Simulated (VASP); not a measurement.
Runs of VASP 6.6.1 on Rh. The structure is that of space group P6_3/mmc (No. 194), or close to it. The cells are those of the table. This isn't the form of Rh at room conditions, which is fcc.

```tsv
cell	further INCAR settings	gap on the mesh (eV)	pressure (GPa)
a = 2.645, b = 2.645, c = 4.472 Å, angles 90.0, 90.0, 120.0°, 2 atoms	ALGO = Fast; EDIFF = 1e-07; NBANDS = 22	none	(a)
a = 2.605, b = 2.605, c = 4.613 Å, angles 90.0, 90.0, 120.0°, 2 atoms	ALGO = Fast; EDIFF = 1e-07; NBANDS = 22	none	2.5
a = 2.765, b = 2.765, c = 4.095 Å, angles 90.0, 90.0, 120.0°, 2 atoms	ALGO = Fast; EDIFF = 1e-07; NBANDS = 22	none	2.8
a = 2.726, b = 2.726, c = 4.213 Å, angles 90.0, 90.0, 120.0°, 2 atoms	ALGO = Fast; EDIFF = 1e-06; NBANDS = 22	none	0.9
a = 2.530, b = 2.530, c = 4.889 Å, angles 90.0, 90.0, 120.0°, 2 atoms	ALGO = Fast; EDIFF = 1e-06; NBANDS = 22	none	10.9
a = 2.838, b = 2.838, c = 3.885 Å, angles 90.0, 90.0, 120.0°, 2 atoms	ALGO = Fast; EDIFF = 1e-06; NBANDS = 22	none	(b)
```

Alike in all rows: task single point; level PBEsol; potentials or basis VASP PAW PBE potentials, release 64 (Rh_pv); no spin polarisation; k mesh 30 × 30 × 16; cutoff (eV) 520; smearing gaussian 0.15 eV.

Q: Estimate the missing entries.

A: (a) 0.5; (b) 8.6.

Caveats: the PAW data sets were made with another functional, which shifts forces and pressure a little; the stress differs along the axes, from -8 to 5 GPa (at least some runs); the stress differs along the axes, from -16 to 12 GPa (at least some runs); the stress differs along the axes, from -5 to 18 GPa (at least some runs); the stress differs along the axes, from -3 to 9 GPa (at least some runs); the stress differs along the axes, from -29 to 31 GPa (at least some runs); the stress differs along the axes, from -5 to 35 GPa (at least some runs).

A k mesh can miss the band edges, and the runs leave out spin-orbit coupling on Rh.

A gap of «none» marks levels without a gap at the run's occupations.
